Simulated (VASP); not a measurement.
# BN in VASP: single point with PBEsol

Aim: the single point of BN with PBEsol.

All numbers are computed with VASP 6.6.1; they aren't measurements. Logs are shortened: lines on timing, memory, paths and dates and some standing lists are left out, and cuts for length are marked.

### 1 The cell of the first run

The cell holds a slab with vacuum, 24 atoms: a = 2.504 Å, b = 7.452 Å, c = 27.088 Å, α = 90.00°, β = 90.00°, γ = 99.67°.

### 2 Single point, PBEsol

INCAR reads:

```
SYSTEM = BN
PREC = Accurate
ENCUT = 520
EDIFF = 1E-6
ISMEAR = 0
SIGMA = 0.05
LREAL = Auto
LASPH = .TRUE.
NELM = 80
ALGO = Normal
ISIF = 2
LWAVE = .FALSE.
LCHARG = .TRUE.
LDIPOL = .TRUE.
IDIPOL = 3
DIPOL = 0.5 0.5 0.500
GGA = PS
LELF = .TRUE.
LVHAR = .TRUE.
LVACPOTAV = .TRUE.
NBANDS = 66
ISYM = 0
```

KPOINTS reads:

```
Automatic mesh
0
G
  11 4 1
  0 0 0
```

POSCAR reads:

```
BN
1.0
    2.5043488586      0.0000000000      0.0000000000
   -1.2521744293      7.3465324432      0.0000000000
    0.0000000000      0.0000000000     27.0876275071
B N
12 12
Direct
    0.3814089423      0.7628177545      0.3042210407
    0.7758012324      0.5516015667      0.3550461037
    1.0076424976      1.0152862319      0.3316701483
    0.2524908794      0.5049820815      0.4338339029
    0.5526708477      1.1053414345      0.4059620253
    0.7524017192      0.5048034519      0.5139064527
    0.0526364199      0.1052728232      0.4860935519
    0.2523672690      0.5047347919      0.5940379823
    0.5525472252      0.1050941335      0.5661661044
    0.7973956229      0.5947899949      0.6683298444
    0.0292369688      0.0584748616      0.6449539134
    0.4236292713      0.8472586665      0.6957789371
    0.9304429312      0.8608865674      0.2983955689
    0.2954321988      0.5908634926      0.3303054441
    0.5381161405      1.0762332715      0.3531711832
    0.7536203005      0.5072409161      0.4070390937
    0.0540252411      0.1080502165      0.4327927698
    0.2535850925      0.5071702110      0.4871633303
    0.5514530295      0.1029060303      0.5128366752
    0.7510128900      0.5020260394      0.5672072365
    0.0514178228      0.1028353365      0.5929609133
    0.2669219411      0.5338428749      0.6468288304
    0.5096060464      0.0192130273      0.6696945853
    0.8745952753      0.7491898346      0.7016043622
```

Potentials or basis: VASP PAW PBE potentials, release 64 (B, N).

Run with:

```console
$ cat potpaw_PBE.64/B/POTCAR potpaw_PBE.64/N/POTCAR > POTCAR
$ mpirun -np 1 vasp_std > vasp.out
```

OUTCAR:

```text
SYSTEM = BN
   PREC = Accurate
   ENCUT = 520
   EDIFF = 1E-6
   ISMEAR = 0
   LREAL = Auto
   LASPH = .TRUE.
   NELM = 80
   ISIF = 2
   GGA = PS
   ISYM = 0

 ion  position               nearest neighbor table
   1  0.381  0.763  0.304-  14 1.45  13 1.45  13 1.45
   2  0.776  0.552  0.355-  16 1.45  14 1.45  14 1.45
   3  0.008  0.015  0.332-  13 1.45  15 1.45  15 1.45
   4  0.252  0.505  0.434-  18 1.44  16 1.45  16 1.45
   5  0.553  0.105  0.406-  15 1.45  17 1.45  17 1.45
   6  0.752  0.505  0.514-  20 1.44  18 1.45  18 1.45
[... 16 lines left out ...]
  23  0.510  0.019  0.670-  12 1.45  11 1.45  11 1.45
  24  0.875  0.749  0.702-  10 1.45  12 1.45  12 1.45

IMPORTANT INFORMATION: All symmetrisations will be switched off!
NOSYMM: (Re-)initialisation of all symmetry stuff for point group C_1.

----------------------------------------------------------------------------------------

                                     Primitive cell

  volume of cell :     498.3658

  direct lattice vectors                    reciprocal lattice vectors
     2.504348859  0.000000000  0.000000000     0.399305391  0.068059320  0.000000000
    -1.252174429  7.346532443  0.000000000     0.000000000  0.136118639  0.000000000
     0.000000000  0.000000000 27.087627507     0.000000000  0.000000000  0.036917224

  length of vectors
     2.504348859  7.452481449 27.087627507     0.405064027  0.136118639  0.036917224

  position of ions in fractional coordinates (direct lattice)
     0.381408942  0.762817754  0.304221041
     0.775801232  0.551601567  0.355046104
     0.007642498  0.015286232  0.331670148
     0.252490879  0.504982082  0.433833903
     0.552670848  0.105341434  0.405962025
     0.752401719  0.504803452  0.513906453
[... 16 lines left out ...]
     0.509606046  0.019213027  0.669694585
     0.874595275  0.749189835  0.701604362

  ion indices of the primitive-cell ions
   primitive index   ion index
                 1           1
                 2           2
                 3           3
                 4           4
                 5           5
                 6           6
[... 16 lines left out ...]
                23          23
                24          24

----------------------------------------------------------------------------------------

 KPOINTS: Automatic mesh

Automatic generation of k-mesh.
 Grid dimensions read from file:
 generate k-points for:   11    4    1

 Generating k-lattice:

  Cartesian coordinates                     Fractional coordinates (reciprocal lattice)
     0.036300490  0.006187211  0.000000000     0.090909091  0.000000000  0.000000000
     0.000000000  0.034029660  0.000000000     0.000000000  0.250000000  0.000000000
     0.000000000  0.000000000  0.036917224     0.000000000  0.000000000  1.000000000

  Length of vectors
     0.036824002  0.034029660  0.036917224

  Shift w.r.t. Gamma in fractional coordinates (k-lattice)
     0.000000000  0.000000000  0.000000000

 -----------------------------------------------------------------------------
|                                                                             |
|           W    W    AA    RRRRR   N    N  II  N    N   GGGG   !!!           |
|           W    W   A  A   R    R  NN   N  II  NN   N  G    G  !!!           |
|           W    W  A    A  R    R  N N  N  II  N N  N  G       !!!           |
|           W WW W  AAAAAA  RRRRR   N  N N  II  N  N N  G  GGG   !            |
|           WW  WW  A    A  R   R   N   NN  II  N   NN  G    G                |
|           W    W  A    A  R    R  N    N  II  N    N   GGGG   !!!           |
|                                                                             |
|     Your reciprocal lattice and k-lattice belong to different lattice       |
|     classes:                                                                |
|                                                                             |
|        The reciprocal lattice is base centered orthorhombic,                |
|        whereas your k-lattice is simple monoclinic.                         |
|                                                                             |
|     Results are often still useful ...                                      |
|                                                                             |
 -----------------------------------------------------------------------------

 WARNING: IBZKPT: internal override: KBLOWUP is changed to .FALSE.
      ... skipping the blow-up phase ...

 Subroutine IBZKPT returns following result:
 ===========================================

 Found     23 irreducible k-points:

 Following reciprocal coordinates:
            Coordinates               Weight
  0.000000  0.000000  0.000000      1.000000
  0.090909 -0.000000  0.000000      2.000000
  0.181818  0.000000  0.000000      2.000000
  0.272727 -0.000000  0.000000      2.000000
  0.363636 -0.000000  0.000000      2.000000
  0.454545  0.000000  0.000000      2.000000
[... 15 lines left out ...]
  0.363636  0.500000  0.000000      2.000000
  0.454545  0.500000  0.000000      2.000000
   k-points           NKPTS =     23   k-points in BZ     NKDIM =     23   number of bands    NBANDS=     66
   number of dos      NEDOS =    301   number of ions     NIONS =     24
   total plane-waves  NPLWV = 235200
   dimension x,y,z NGX =    20 NGY =   56 NGZ =  210
   dimension x,y,z NGXF=    40 NGYF=  112 NGZF=  420
   ions per type =              12  12
   NGX,Y,Z   is equivalent  to a cutoff of  13.28, 12.49, 12.89 a.u.
   NGXF,Y,Z  is equivalent  to a cutoff of  26.55, 24.98, 25.78 a.u.
 SYSTEM =  BN
   PREC   = accura    normal or accurate (medium, high low for compatibility)
   ISTART =      0    job   : 0-new  1-cont  2-samecut
   ICHARG =      2    charge: 1-file 2-atom 10-const
   ISPIN  =      1    spin polarized calculation?
   LNONCOLLINEAR =      F non collinear calculations
   LSORBIT =      F    spin-orbit coupling
   LASPH  =      T    aspherical Exc in radial PAW
   ENCUT  =  520.0 eV  38.22 Ry    6.18 a.u.   4.66 13.86 50.37*2*pi/ulx,y,z
   NELM   =     80;   NELMIN=  2; NELMDL= -5     # of ELM steps
   EDIFF  = 0.1E-05   stopping-criterion for ELM
   LREAL  =      T    real-space projection
   EDIFFG = 0.1E-04   stopping-criterion for IOM
   NSW    =      0    number of steps for IOM
   IBRION =     -1    ionic relax: 0-MD 1-quasi-New 2-CG
   NFREE  =      0    steps in history (QN), initial steepest desc. (CG)
   ISIF   =      2    stress and relaxation
   ISYM   =      0    0-nonsym 1-usesym 2-fastsym
   POTIM  = 0.5000    time-step for ionic-motion
   TEBEG  =    0.0;   TEEND  =   0.0 temperature during run
   PSTRESS=    0.0 pullay stress
   NELECT =      96.0000    total number of electrons
   NUPDOWN=      -1.0000    fix difference up-down
   EMIN   =  10.00;   EMAX   =-10.00  energy-range for DOS
   EFERMI =   0.00;   METHOD = LEGACY
   ISMEAR =     0;   SIGMA  =   0.05  broadening in eV -4-tet -1-fermi 0-gaus
   EFERMI_NEDOS =   21; number of points for ismear=-14 and -15
   IALGO  =     38    algorithm
   IMIX   =      4    mixing-type and parameters
     AMIX     =   0.40;   BMIX     =  1.00
     AMIX_MAG =   1.60;   BMIX_MAG =  1.00
  volume/ion in A,a.u.               =      20.77       140.13
  Fermi-wavevector in a.u.,A,eV,Ry     =   0.945473  1.786685 12.162512  0.893919
  Thomas-Fermi vector in A             =   2.073378
   LORBIT       =      0    0 simple, 1 ext, 2 COOP (PROOUT), +10 PAW based schemes
   GGA     = PS    functional components
   LHFCALC =     F    Hartree Fock is set to
   AEXX    =    0.0000 exact exchange contribution
   IVDW    =     0    specifies the selected vdW correction
   LEPSILON=     F    determine dielectric tensor
   LRPA    =     F    only Hartree local field effects (RPA)
 non-spin polarized calculation
 Gauss-broadening in eV      SIGMA  =   0.05
  energy-cutoff  :      520.00
  volume of cell :      498.37
 maximum number of plane-waves:     13488
   NGX =  9   NGY = 27   NGZ =101

 dipolmoment           0.000000      0.000000      0.000000 electrons x Angstroem

 number of electron      96.0000000 magnetization

 dipolmoment           0.000000      0.000000     -0.000001 electrons x Angstroem

 Free energy of the ion-electron system (eV)
  ---------------------------------------------------
  ext. energy  EPLUGINS =         0.00000000
  ---------------------------------------------------
  free energy    TOTEN  =      -216.29749563 eV

  energy without entropy =     -216.29749563  energy(sigma->0) =     -216.29749563

 E-fermi :  -2.2203     XC(G=0):  -4.8538

 val. band max:       -2.5249420356   @ k =   0.2727   0.2500   0.0000
 cond. band min:       1.6620953217   @ k =   0.4545   0.5000   0.0000
 fundamental gap:      4.1870373573
 Fermi energy:        -2.2203449186

 k-point     1 :       0.0000    0.0000    0.0000
  band No.  band energies     occupation
      1     -20.5711      2.00000
      2     -20.4527      2.00000
      3     -20.0695      2.00000
      4     -19.9859      2.00000
      5     -19.7327      2.00000
      6     -19.2780      2.00000
[... 52 lines left out ...]
     59       4.3487      0.00000
     60       4.7067      0.00000

 k-point     2 :       0.0909   -0.0000    0.0000
  band No.  band energies     occupation
      1     -20.4473      2.00000
      2     -20.3304      2.00000
      3     -19.9651      2.00000
      4     -19.8558      2.00000
      5     -19.6227      2.00000
      6     -19.1620      2.00000
[... 52 lines left out ...]
     59       4.3993      0.00000
     60       4.7084      0.00000

 k-point     3 :       0.1818    0.0000    0.0000
  band No.  band energies     occupation
      1     -20.0813      2.00000
      2     -19.9691      2.00000
      3     -19.6446      2.00000
      4     -19.4858      2.00000
      5     -19.2989      2.00000
      6     -18.8260      2.00000
[... 1196 lines left out ...]
      6     -17.7047      2.00000
[... 52 lines left out ...]
     59       4.1136      0.00000
     60       4.9423      0.00000

 k-point    23 :       0.4545    0.5000    0.0000
  band No.  band energies     occupation
      1     -17.8499      2.00000
      2     -17.8022      2.00000
      3     -17.6931      2.00000
      4     -17.5214      2.00000
      5     -17.4888      2.00000
      6     -17.2855      2.00000
[... 52 lines left out ...]
     59       3.2709      0.00000
     60       3.7497      0.00000
 [bands above 60 left out]

------------------------ aborting loop because EDIFF is reached ----------------------------------------

  FORCE on cell =-STRESS in cart. coord.  units (eV):
  Direction    XX          YY          ZZ          XY          YZ          ZX
  --------------------------------------------------------------------------------------
  -------------------------------------------------------------------------------------
  Total        2.7344599      4.3566319      0.5043262      0.0011535      0.0029954      0.0012607
  in kB        8.7909123     14.0059721      1.6213395      0.0037084      0.0096298      0.0040531
  external PRESSURE =       8.1394080 kB  Pullay stress =       0.0000000 kB

 VOLUME and BASIS-vectors are now :
 -----------------------------------------------------------------------------
  energy-cutoff  :      520.00
  volume of cell :      498.37
      direct lattice vectors                 reciprocal lattice vectors
     2.504348859  0.000000000  0.000000000     0.399305391  0.068059320  0.000000000
    -1.252174429  7.346532443  0.000000000     0.000000000  0.136118639  0.000000000
     0.000000000  0.000000000 27.087627507     0.000000000  0.000000000  0.036917224

 POSITION                                       TOTAL-FORCE (eV/Angst)
 -----------------------------------------------------------------------------------
      0.00000      5.60407      8.24063        -0.000770     -0.000460     -0.035142
      1.25218      4.05236      9.61736         0.000554     -0.019211     -0.004699
     -0.00000      0.11230      8.98416         0.000260      0.033684     -0.007705
     -0.00000      3.70987     11.75153         0.000004     -0.005708     -0.002415
      1.25217      0.77389     10.99655         0.000417      0.010023      0.004355
      1.25217      3.70855     13.92051         0.000813     -0.001299     -0.001887
[... 16 lines left out ...]
      1.25217      0.14115     18.14044        -0.000332      0.010230      0.004270
      1.25218      5.50395     19.00480         0.000041      0.008428      0.013221
 -----------------------------------------------------------------------------------
    total drift:                               -0.000287      0.000898     -0.002668

  FREE ENERGIE OF THE ION-ELECTRON SYSTEM (eV)
  ---------------------------------------------------
  free  energy   TOTEN  =      -216.2974956322 eV

  energy  without entropy=     -216.2974956322  energy(sigma->0) =     -216.29749563

 vacuum level on the upper side and lower side of the slab         3.784         3.784
```

Run time: 27 min. Hardware: 1 thread of Intel Xeon Platinum 8488C (Sapphire Rapids), shared host; peak memory 0.81 GiB.

What came out:

- Free energy: -216.2975 eV
- Largest force: 0.035 eV/Å
- Band gap on the k mesh: 4.19 eV (least direct gap 4.56 eV)

Forces on the atoms (eV/Å):
```
B   -0.001  0.000 -0.035
B    0.001 -0.019 -0.005
B    0.000  0.034 -0.008
B    0.000 -0.006 -0.002
B    0.000  0.010  0.004
B    0.001 -0.001 -0.002
B   -0.001  0.002  0.001
B    0.001 -0.009 -0.005
B   -0.001  0.006  0.003
B    0.000 -0.033  0.008
B    0.000  0.019  0.004
B    0.000 -0.001  0.034
N    0.000 -0.009 -0.013
N    0.000 -0.010 -0.004
N    0.000  0.002 -0.010
N    0.000 -0.002  0.002
N    0.000  0.001 -0.002
N    0.000 -0.001  0.001
N    0.000  0.000 -0.001
N    0.000 -0.001  0.003
N    0.000  0.002 -0.002
N    0.000 -0.002  0.010
N    0.000  0.010  0.004
N    0.000  0.008  0.013
```

Caveat: the PAW data sets were made with another functional, which shifts forces and pressure a little.
